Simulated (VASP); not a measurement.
Here is a VASP 6.6.1 calculation.

The input INCAR:

```
PREC = Accurate ; ENCUT = 600
EDIFF = 1E-7 ; ISMEAR = 0
SIGMA = 0.1 ; LREAL = False
LASPH = True ; NELM = 60
ALGO = Normal ; ISIF = 3
LWAVE = False ; LCHARG = False
GGA = PE ; IBRION = 2
NSW = 90 ; EDIFFG = -0.04
```

File KPOINTS:

```
Automatic mesh
0
Gamma
  6 6 4
```

File POSCAR:

```
CsH3
1.0
    4.2149975600      0.0000000000      0.0000000000
   -2.1074987800      3.6502949600      0.0000000000
    0.0000000000      0.0000000000      4.7745950300
Cs H
1 3
Direct
    0.3333333300      0.6666666700      0.0000000000
    0.0000000000      0.0000000000      0.6681905900
    0.0000000000      0.0000000000      0.3318094100
    0.3333333300      0.6666666700      0.5000000000
```

Potentials or basis: VASP PAW PBE potentials, release 64 (Cs_sv, H).

Command:

```console
$ cat potpaw_PBE.64/Cs_sv/POTCAR potpaw_PBE.64/H/POTCAR > POTCAR
$ mpirun -np 1 vasp_std > vasp.out
```

What does it give for the relaxed cell?

a = 5.960 Å, b = 5.960 Å, c = 5.514 Å, α = 90.00°, β = 90.00°, γ = 120.00°.

What does it give for the band gap on the k mesh?

0.61 eV.

Final structure:
```cif
data_structure
_symmetry_space_group_name_H-M 'P 1'
_symmetry_Int_Tables_number 1
_cell_length_a 5.9599
_cell_length_b 5.9599
_cell_length_c 5.5138
_cell_angle_alpha 90.000
_cell_angle_beta 90.000
_cell_angle_gamma 120.000
_cell_volume 169.61
loop_
_atom_site_label
_atom_site_type_symbol
_atom_site_fract_x
_atom_site_fract_y
_atom_site_fract_z
_atom_site_occupancy
Cs1 Cs 0.33333 0.66667 0.00000 1
H1 H 0.00000 0.00000 0.56797 1
H2 H 0.00000 0.00000 0.43203 1
H3 H 0.33333 0.66667 0.50000 1
```

Caveat: spin-orbit coupling is left out, which moves the levels of the heavy elements. A k mesh can miss the band edges.
